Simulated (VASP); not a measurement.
# CO2 in VASP: a series of runs

Runs on CO2. Level: PBE+D3(BJ). Tasks: relaxation of the atoms, molecular dynamics.

All numbers are computed with VASP 6.6.1; they aren't measurements. Logs are shortened: lines on timing, memory, paths and dates and some standing lists are left out, and cuts for length are marked.

## 1. The cell of the first run

The cell holds a disordered packing, 24 atoms: a = 8.082 Å, b = 8.082 Å, c = 8.082 Å, α = 90.00°, β = 90.00°, γ = 90.00°.

## 2. Relaxation of the atoms, PBE+D3(BJ)

The input, INCAR:

```
PREC = Accurate
ENCUT = 520
EDIFF = 1E-6
ISMEAR = -1
SIGMA = 0.02
LREAL = Auto
LASPH = True
NELM = 100
ALGO = Normal
ISIF = 2
LWAVE = False
LCHARG = False
GGA = PE
IVDW = 12
IBRION = 2
NSW = 35
EDIFFG = -0.3
```

The input, KPOINTS:

```
regular mesh
0
Gamma
  1 1 1
```

The input, POSCAR:

```
CO2
1.0
    8.0824800000      0.0000000000      0.0000000000
    0.0000000000      8.0824800000      0.0000000000
    0.0000000000      0.0000000000      8.0824800000
C O
8 16
Direct
    0.1618117000      0.9077233000      0.8365730000
    0.2764484000      0.2322574000      0.2660299000
    0.6008747000      0.0233690000      0.9023447000
    0.7920520000      0.5430556000      0.2775227000
    0.6158769000      0.6255467000      0.8829350000
    0.1660000000      0.8232664000      0.3304422000
    0.9085310000      0.2225958000      0.6888956000
    0.2876703000      0.5068030000      0.1136368000
    0.1927691000      0.9634723000      0.9677207000
    0.1308543000      0.8519743000      0.7054253000
    0.2262789000      0.2600561000      0.4001055000
    0.3266179000      0.2044587000      0.1319542000
    0.6034595000      0.0195439000      1.0481003000
    0.5982899000      0.0271940000      0.7565890000
    0.7000144000      0.5796556000      0.3845532000
    0.8840897000      0.5064557000      0.1704921000
    0.6158466000      0.6250728000      1.0287630000
    0.6159073000      0.6260206000      0.7371070000
    0.2819166000      0.8640453000      0.4089689000
    0.0500835000      0.7824875000      0.2519155000
    0.8504996000      0.2397608000      0.5562165000
    0.9665624000      0.2054309000      0.8215748000
    0.2873339000      0.5486870000      0.2533208000
    0.2880066000      0.4649189000     -0.0260473000
```

Potentials or basis: VASP PAW PBE potentials, release 64 (C, O).

Command:

```
$ cat potpaw_PBE.64/C/POTCAR potpaw_PBE.64/O/POTCAR > POTCAR
$ mpirun -np 1 vasp_gam > vasp.out
```

OUTCAR:

```text
PREC = Accurate
   ENCUT = 520
   EDIFF = 1E-6
   ISMEAR = -1
   LREAL = Auto
   LASPH = True
   NELM = 100
   ISIF = 2
   GGA = PE
   IVDW = 12
   IBRION = 2
   NSW = 35
   EDIFFG = -0.3
 IVDW          = 12

 ion  position               nearest neighbor table
   1  0.162  0.908  0.837-   9 1.18  10 1.18
   2  0.276  0.232  0.266-  11 1.18  12 1.18
   3  0.601  0.023  0.902-  13 1.18  14 1.18
   4  0.792  0.543  0.278-  15 1.18  16 1.18
   5  0.616  0.626  0.883-  17 1.18  18 1.18
   6  0.166  0.823  0.330-  20 1.18  19 1.18
   7  0.909  0.223  0.689-  21 1.18  22 1.18
   8  0.288  0.507  0.114-  23 1.18  24 1.18
   9  0.193  0.963  0.968-   1 1.18
  10  0.131  0.852  0.705-   1 1.18
  11  0.226  0.260  0.400-   2 1.18
  12  0.327  0.204  0.132-   2 1.18
  13  0.603  0.020  0.048-   3 1.18
  14  0.598  0.027  0.757-   3 1.18
[... 8 lines left out ...]
  23  0.287  0.549  0.253-   8 1.18
  24  0.288  0.465  0.974-   8 1.18

  LATTYP: Found a simple cubic cell.
 ALAT       =     8.0824800000

  Lattice vectors:

 A1 = (   8.0824800000,   0.0000000000,   0.0000000000)
 A2 = (   0.0000000000,   8.0824800000,   0.0000000000)
 A3 = (   0.0000000000,   0.0000000000,   8.0824800000)

Analysis of symmetry for initial positions (statically):
=====================================================================
 Subroutine PRICEL returns:
 Original cell was already a primitive cell.

 Routine SETGRP: Setting up the symmetry group for a
 simple cubic supercell.

 Subroutine GETGRP returns: Found  1 space group operations
 (whereof  1 operations were pure point group operations)
 out of a pool of 48 trial point group operations.

The static configuration has the point symmetry C_1 .

Analysis of symmetry for dynamics (positions and initial velocities):
=====================================================================
 Subroutine PRICEL returns:
 Original cell was already a primitive cell.

 Routine SETGRP: Setting up the symmetry group for a
 simple cubic supercell.

 Subroutine GETGRP returns: Found  1 space group operations
 (whereof  1 operations were pure point group operations)
 out of a pool of 48 trial point group operations.

The dynamic configuration has the point symmetry C_1 .

 Subroutine INISYM returns: Found  1 space group operations
 (whereof  1 operations are pure point group operations),
 and found     1 'primitive' translations

----------------------------------------------------------------------------------------

                                     Primitive cell

[... 105 lines left out ...]
   LNONCOLLINEAR =      F non collinear calculations
   LSORBIT =      F    spin-orbit coupling
   LASPH  =      T    aspherical Exc in radial PAW
   ENCUT  =  520.0 eV  38.22 Ry    6.18 a.u.  15.03 15.03 15.03*2*pi/ulx,y,z
   NELM   =    100;   NELMIN=  2; NELMDL= -5     # of ELM steps
   EDIFF  = 0.1E-05   stopping-criterion for ELM
   LREAL  =      T    real-space projection
   EDIFFG = -.3E+00   stopping-criterion for IOM
   NSW    =     35    number of steps for IOM
   IBRION =      2    ionic relax: 0-MD 1-quasi-New 2-CG
   NFREE  =      1    steps in history (QN), initial steepest desc. (CG)
   ISIF   =      2    stress and relaxation
   ISYM   =      2    0-nonsym 1-usesym 2-fastsym
   POTIM  = 0.5000    time-step for ionic-motion
   TEBEG  =    0.0;   TEEND  =   0.0 temperature during run
   PSTRESS=    0.0 pullay stress
   NELECT =     128.0000    total number of electrons
   NUPDOWN=      -1.0000    fix difference up-down
   EMIN   =  10.00;   EMAX   =-10.00  energy-range for DOS
   EFERMI =   0.00;   METHOD = LEGACY
   ISMEAR =    -1;   SIGMA  =   0.02  broadening in eV -4-tet -1-fermi 0-gaus
   EFERMI_NEDOS =   21; number of points for ismear=-14 and -15
   IALGO  =     38    algorithm
   IMIX   =      4    mixing-type and parameters
     AMIX     =   0.40;   BMIX     =  1.00
     AMIX_MAG =   1.60;   BMIX_MAG =  1.00
  volume/ion in A,a.u.               =      22.00       148.46
  Fermi-wavevector in a.u.,A,eV,Ry     =   1.020783  1.929001 14.177248  1.041998
  Thomas-Fermi vector in A             =   2.154372
   LORBIT       =      0    0 simple, 1 ext, 2 COOP (PROOUT), +10 PAW based schemes
   GGA     = PE    functional components
   LHFCALC =     F    Hartree Fock is set to
   AEXX    =    0.0000 exact exchange contribution
   IVDW    =    12    specifies the selected vdW correction
   LEPSILON=     F    determine dielectric tensor
   LRPA    =     F    only Hartree local field effects (RPA)
 conjugate gradient relaxation of ions
 non-spin polarized calculation
  energy-cutoff  :      520.00
  volume of cell :      528.00
 maximum number of plane-waves:      7074
   NGX = 31   NGY = 31   NGZ = 31

--------------------------------------- Ionic step        1  -------------------------------------------

 number of electron     127.9999980 magnetization

 Free energy of the ion-electron system (eV)
  ---------------------------------------------------
  ext. energy  EPLUGINS =         0.00000000
  ---------------------------------------------------
  free energy    TOTEN  =      -182.71979811 eV

  energy without entropy =     -182.71979811  energy(sigma->0) =     -182.71979811

------------------------ aborting loop because EDIFF is reached ----------------------------------------

 Edisp (eV)   -1.09473

 E8    (eV) :    -0.2775
[... 171 lines left out ...]
  FREE ENERGIE OF THE ION-ELECTRON SYSTEM (eV)
  ---------------------------------------------------
  free  energy   TOTEN  =      -183.8553024223 eV

  energy  without entropy=     -183.8553024222  energy(sigma->0) =     -183.85530242

[... ionic steps 4 to 16 ...]

--------------------------------------- Ionic step       17  -------------------------------------------

 number of electron     127.9999985 magnetization

------------------------ aborting loop because EDIFF is reached ----------------------------------------
[... 119 lines left out ...]
--------------------------------------- Ionic step       19  -------------------------------------------

 number of electron     127.9999991 magnetization

 Free energy of the ion-electron system (eV)
  ---------------------------------------------------
  ext. energy  EPLUGINS =         0.00000000
  ---------------------------------------------------
  free energy    TOTEN  =      -183.49908269 eV

  energy without entropy =     -183.49908269  energy(sigma->0) =     -183.49908269

 E-fermi :  -4.7203     XC(G=0):  -6.1088

 val. band max:       -5.2262462301   @ k =   0.0000   0.0000   0.0000
 cond. band min:       0.9598002375   @ k =   0.0000   0.0000   0.0000
 fundamental gap:      6.1860464676
 Fermi energy:        -4.7202778278

 k-point     1 :       0.0000    0.0000    0.0000
  band No.  band energies     occupation
      1     -26.0725      2.00000
      2     -25.9424      2.00000
      3     -25.9149      2.00000
      4     -25.8252      2.00000
      5     -25.7771      2.00000
      6     -25.7010      2.00000
[... 68 lines left out ...]
     75       2.8950      0.00000
     76       2.9265      0.00000
 [bands above 76 left out]

------------------------ aborting loop because EDIFF is reached ----------------------------------------

 Edisp (eV)   -1.09221

 E8    (eV) :    -0.2772
[... 47 lines left out ...]
  FREE ENERGIE OF THE ION-ELECTRON SYSTEM (eV)
  ---------------------------------------------------
  free  energy   TOTEN  =      -184.5912974360 eV

  energy  without entropy=     -184.5912974360  energy(sigma->0) =     -184.59129744

 reached required accuracy - stopping structural energy minimisation
```

CONTCAR:

```text
CO2
   1.00000000000000
     8.0824800000000003    0.0000000000000000    0.0000000000000000
     0.0000000000000000    8.0824800000000003    0.0000000000000000
     0.0000000000000000    0.0000000000000000    8.0824800000000003
  C               O
     8    16
Direct
     0.1576659683947572    0.8986031684586872    0.8367096579623529
     0.2769178354518410    0.2035422222592553    0.2966289810411172
     0.6036136691097593    0.0252007517934938    0.9055952944059271
     0.7996793368962246    0.5310257598746531    0.2822833395571985
     0.6091742061363079    0.6265865037713227    0.8743302639402436
     0.1645286567553376    0.8398113263725945    0.3325824977738288
[... 16 lines left out ...]
     0.3092557233534740    0.5489794651941539    0.2305687922623618
     0.2716367611201322    0.5193029356206488    0.9441168548191912

  0.00000000E+00  0.00000000E+00  0.00000000E+00
  0.00000000E+00  0.00000000E+00  0.00000000E+00
  0.00000000E+00  0.00000000E+00  0.00000000E+00
  0.00000000E+00  0.00000000E+00  0.00000000E+00
  0.00000000E+00  0.00000000E+00  0.00000000E+00
  0.00000000E+00  0.00000000E+00  0.00000000E+00
[... 16 lines left out ...]
  0.00000000E+00  0.00000000E+00  0.00000000E+00
  0.00000000E+00  0.00000000E+00  0.00000000E+00
```

Run time: 17 min. Hardware: 1 thread of Oxide Virtual Turin-like, shared host; peak memory 0.48 GiB.

Results:

| Item | Value |
| --- | --- |
| Free energy | -184.5913 eV |
| Energy gained by relaxing | 32.4 meV/atom |
| Ionic steps | 19 |
| Pressure after relaxing | 0.5 GPa |
| Largest force after relaxing | 0.238 eV/Å |
| Dispersion energy per atom | -0.046 eV |

Forces in eV/Å, atoms in the order of the input:
```
C   -0.013 -0.063 -0.014
C   -0.007  0.095  0.085
C    0.044  0.045  0.077
C    0.036 -0.037  0.017
C    0.093 -0.038 -0.054
C    0.006  0.010  0.057
C   -0.023  0.020 -0.076
C   -0.114  0.052 -0.136
O    0.115 -0.097 -0.035
O   -0.177 -0.037 -0.059
O   -0.066  0.048  0.192
O    0.048  0.209 -0.011
O    0.149 -0.014 -0.015
O   -0.069  0.021  0.012
O    0.028 -0.006 -0.029
O    0.033 -0.098 -0.019
O    0.094  0.077  0.041
O    0.024 -0.053 -0.107
O    0.069 -0.036 -0.018
O   -0.100  0.012  0.076
O    0.010  0.035 -0.007
O   -0.036  0.000 -0.029
O    0.003 -0.097  0.218
O   -0.147 -0.048 -0.167
```

Step by step:
```tsv
step	energy change (eV)	largest force (eV/Å)	pressure (GPa)
1	0.0000	0.8898	0.42
2	0.4138	6.9520	4.15
3	-0.0408	1.0574	1.23
4	-0.1048	1.0951	2.26
5	-0.1048	1.0933	2.25
6	-0.1702	0.9793	2.05
7	-0.3230	0.7514	1.41
8	-0.4447	1.2370	0.08
9	-0.4911	1.4927	0.12
10	-0.4914	1.3038	0.12
11	-0.5635	0.9049	0.52
12	-0.6449	1.8718	1.47
13	-0.7172	1.2471	0.94
14	-0.7242	2.0365	0.71
15	-0.7614	0.9106	0.04
16	-0.7616	0.9163	0.00
17	-0.7697	0.4504	0.17
18	-0.7709	0.7389	0.27
19	-0.7768	0.2383	0.48
```

Final structure:
```cif
data_structure
_symmetry_space_group_name_H-M 'P 1'
_symmetry_Int_Tables_number 1
_cell_length_a 8.0825
_cell_length_b 8.0825
_cell_length_c 8.0825
_cell_angle_alpha 90.000
_cell_angle_beta 90.000
_cell_angle_gamma 90.000
_cell_volume 528.00
loop_
_atom_site_label
_atom_site_type_symbol
_atom_site_fract_x
_atom_site_fract_y
_atom_site_fract_z
_atom_site_occupancy
C1 C 0.15767 0.89860 0.83671 1
C2 C 0.27692 0.20354 0.29663 1
C3 C 0.60361 0.02520 0.90560 1
C4 C 0.79968 0.53103 0.28228 1
C5 C 0.60917 0.62659 0.87433 1
C6 C 0.16453 0.83981 0.33258 1
C7 C 0.90728 0.22610 0.68333 1
C8 C 0.29045 0.53302 0.08763 1
O1 O 0.20360 0.94773 0.96556 1
O2 O 0.11227 0.84818 0.70827 1
O3 O 0.21364 0.22926 0.42475 1
O4 O 0.33857 0.17809 0.16755 1
O5 O 0.61589 0.01710 0.05001 1
O6 O 0.59256 0.03167 0.76023 1
O7 O 0.70636 0.58145 0.38139 1
O8 O 0.89295 0.47993 0.18260 1
O9 O 0.59729 0.63594 0.01924 1
O10 O 0.62185 0.61850 0.73015 1
O11 O 0.29038 0.87317 0.39698 1
O12 O 0.03845 0.80871 0.26691 1
O13 O 0.85403 0.24420 0.54948 1
O14 O 0.95975 0.20777 0.81823 1
O15 O 0.30926 0.54898 0.23057 1
O16 O 0.27164 0.51930 0.94412 1
```

Levels at points of the mesh, in eV from the Fermi level:
```tsv
k point	band 60	band 61	band 62	band 63	band 64	band 65	band 66	band 67	band 68	band 69
(0.00, 0.00, 0.00)	-0.76	-0.72	-0.64	-0.56	-0.51	5.68	6.97	7.01	7.18	7.24
```

Caveat: the k points lie up to 0.78 Å⁻¹ apart; the relaxation stopped at a loose force limit of 0.3 eV/Å, so its end isn't a converged minimum.

## 3. Molecular dynamics, PBE+D3(BJ)

The input, INCAR:

```
SYSTEM = CO2
PREC = Accurate
ENCUT = 520
EDIFF = 1E-5
ISMEAR = -1
SIGMA = 0.02
LREAL = Auto
LASPH = .True.
NELM = 80
ALGO = Normal
ISIF = 2
LWAVE = .False.
LCHARG = .True.
GGA = PE
IVDW = 12
IBRION = 0
NSW = 40
POTIM = 1.0
TEBEG = 1500.0
TEEND = 1500.0
ISYM = 0
NELMIN = 4
RANDOM_SEED = 432346 0 0
MDALGO = 1
ANDERSEN_PROB = 0.0
```

The input, KPOINTS:

```
regular mesh
0
Gamma
  1 1 1
  0 0 0
```

The input, POSCAR:

```
CO2
1.0
    8.0824800000      0.0000000000      0.0000000000
    0.0000000000      8.0824800000      0.0000000000
    0.0000000000      0.0000000000      8.0824800000
C O
8 16
Direct
    0.1100266800      0.7239112700      0.8351623900
    0.3255604300      0.2663654500      0.5258210500
    0.6977296600      0.0253932000      1.1328130200
    0.6787197200      0.5305831300      0.2198288700
    0.5998940500      0.6089845500      0.7679228800
    0.1628928500      0.7232001700      0.3600494700
    0.7516615900      0.1653239100      0.5954175400
    0.1745247600      0.2860673700      0.0173700300
    0.1147308300      0.8669203700      0.8299055800
    0.1465674200      0.5849796500      0.8210917000
    0.4295158200      0.3409938300      0.5999973800
    0.2271504600      0.2027683700      0.4583962400
    0.7489767400      0.1275525100      1.0407053600
    0.6653929000     -0.0634821900      1.2361627700
    0.6364597800      0.4570878100      0.3355607500
    0.7160962600      0.6088831700      0.1001780700
    0.5036372800      0.7066709100      0.8040065100
    0.7041395500      0.5199546600      0.7268358500
    0.2924119100      0.6980847800      0.3995889500
    0.0231226400      0.7637357100      0.3687254200
    0.8569163600      0.2045612000      0.5036287900
    0.6472402900      0.1331913100      0.6832532000
    0.2963991400      0.3660276300      0.0491058700
    0.0477236700      0.2054585700      0.0116584800
```

Potentials or basis: VASP PAW PBE potentials, release 64 (C, O).

Command:

```
$ cat potpaw_PBE.64/C/POTCAR potpaw_PBE.64/O/POTCAR > POTCAR
$ mpirun -np 1 vasp_gam > vasp.out
```

It took 23 min on 1 thread of Oxide Virtual Turin-like, shared host; peak memory 0.53 GiB.

It converged, with:

| Quantity | Value |
| --- | --- |
| Dispersion energy per atom | -0.044 eV |

The path:
| step | potential energy change (eV) | largest force (eV/Å) | pressure (GPa) | volume (Å³) | temperature (K) |
| --- | --- | --- | --- | --- | --- |
| 1 | 0.0000 | 11.9334 | 3.54 | 528.00 | 1458 |
| 2 | 0.1661 | 12.4697 | 3.66 | 528.00 | 1406 |
| 3 | 0.2286 | 11.9252 | 3.46 | 528.00 | 1387 |
| 4 | 0.1431 | 11.7705 | 2.92 | 528.00 | 1413 |
| 5 | -0.0041 | 10.1459 | 2.10 | 528.00 | 1462 |
| 6 | -0.1489 | 9.9252 | 1.10 | 528.00 | 1511 |
| 7 | -0.2941 | 11.3053 | -0.02 | 528.00 | 1560 |
| 8 | -0.4098 | 10.6451 | -1.14 | 528.00 | 1596 |
| 9 | -0.3956 | 7.6942 | -2.13 | 528.00 | 1590 |
| 10 | -0.1874 | 8.8186 | -2.89 | 528.00 | 1522 |
| 11 | 0.1594 | 9.3328 | -3.39 | 528.00 | 1408 |
| 12 | 0.5131 | 8.4888 | -3.69 | 528.00 | 1292 |
| 13 | 0.7613 | 8.5093 | -3.84 | 528.00 | 1209 |
| 14 | 0.8647 | 9.1641 | -3.86 | 528.00 | 1173 |
| 15 | 0.8578 | 8.6682 | -3.72 | 528.00 | 1174 |
| 16 | 0.8170 | 8.7039 | -3.37 | 528.00 | 1186 |
| 17 | 0.8016 | 8.3578 | -2.78 | 528.00 | 1191 |
| 18 | 0.7965 | 9.9903 | -2.00 | 528.00 | 1195 |
| 19 | 0.7208 | 11.3585 | -1.14 | 528.00 | 1221 |
| 20 | 0.5152 | 10.4797 | -0.26 | 528.00 | 1289 |
| 21 | 0.2308 | 11.4628 | 0.60 | 528.00 | 1381 |
| 22 | 0.0276 | 10.1310 | 1.52 | 528.00 | 1445 |
| 23 | 0.0579 | 9.8933 | 2.51 | 528.00 | 1435 |
| 24 | 0.2998 | 10.3391 | 3.47 | 528.00 | 1359 |
| 25 | 0.5358 | 13.4095 | 4.23 | 528.00 | 1284 |
| 26 | 0.5779 | 13.3250 | 4.61 | 528.00 | 1268 |
| 27 | 0.4831 | 11.0784 | 4.63 | 528.00 | 1295 |
| 28 | 0.4391 | 10.4670 | 4.38 | 528.00 | 1309 |
| 29 | 0.4840 | 12.5198 | 3.90 | 528.00 | 1298 |
| 30 | 0.4910 | 11.8640 | 3.17 | 528.00 | 1297 |
| 31 | 0.3958 | 10.7199 | 2.18 | 528.00 | 1327 |
| 32 | 0.2706 | 11.5947 | 1.03 | 528.00 | 1368 |
| 33 | 0.2028 | 10.1773 | -0.16 | 528.00 | 1391 |
| 34 | 0.2136 | 7.9564 | -1.30 | 528.00 | 1388 |
| 35 | 0.2751 | 8.5442 | -2.33 | 528.00 | 1368 |
| 36 | 0.3648 | 8.5429 | -3.19 | 528.00 | 1338 |
| 37 | 0.4925 | 7.4626 | -3.81 | 528.00 | 1294 |
| 38 | 0.6691 | 6.6514 | -4.14 | 528.00 | 1236 |
| 39 | 0.8590 | 8.7082 | -4.19 | 528.00 | 1174 |
| 40 | 0.9787 | 9.8559 | -4.02 | 528.00 | 1135 |

Caveat: the k points lie up to 0.78 Å⁻¹ apart.
